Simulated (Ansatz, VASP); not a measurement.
**W in VASP and in Ansatz**

INCAR

```
  ALGO = Fast
  EDIFF = 1E-7
  ENCUT = 520
  GGA = PS
  ISIF = 2
  ISMEAR = 0
  LASPH = T
  LCHARG = F
  LREAL = F
  LWAVE = F
  NBANDS = 21
  NELM = 100
  PREC = Accurate
  SIGMA = 0.15
```

The input KPOINTS:

```
k-points
0
Gamma
  22 22 16
```

Contents of POSCAR:

```
W
1.0
    0.0000000000     -1.9989957669     -1.9989957669
    0.0000000000      1.9989957669     -1.9989957669
    3.9979915338      0.0000000000      0.0000000000
W
2
Direct
    0.5000000000      0.5000000000      0.4249623223
    0.0000000000      0.0000000000      0.0750376777
```

Input for Ansatz:

```yaml
crystal:
  lattice:
    - [0.0, -1.9989957669, -1.9989957669]
    - [0.0, 1.9989957669, -1.9989957669]
    - [3.9979915338, 0.0, 0.0]
  atoms:
    - { symbol: W, position: [0.5, 0.5, 0.4249623223] }
    - { symbol: W, position: [0.0, 0.0, 0.0750376777] }
basis:
  ecutwfc: 420
kpoints:
  mp_grid: { grid: [22, 22, 16] }
hamiltonian:
  xc: pbesol
scf:
  occupations: { method: gaussian, width: 0.15 }
output:
  forces: true
  stress: true
  eigenvalues: true
```

Change from the starting cell: mode 6 (217.3 1/cm) frozen in, largest displacement -0.300 Å.

Alike in both runs: task single point; functional PBEsol; k mesh 22 × 22 × 16; occupations gaussian, width 0.15 eV; no spin polarisation.

```csv
,VASP,Ansatz
version,VASP 6.6.1,Ansatz 0.2.0
potentials or method,"VASP PAW PBE potentials, release 64 (W_sv), cutoff 520 eV","scalar-relativistic, plane waves, PAW"
valence electrons in the cell,28,28
```

|  | VASP | Ansatz | Ansatz less VASP |
| --- | --- | --- | --- |
| gap on the k mesh at the Fermi level (eV) | none | none | - |
| rms of the force components (eV/Å) | 4.005 | 3.876 | -0.1287 |

VASP's potentials were made for PBE, not for PBEsol. Atom by atom the forces differ by 0.129 eV/Å (rms over components). A gap of «none» marks a metal or a gap that the smearing closes.

Spin-orbit coupling is off throughout.
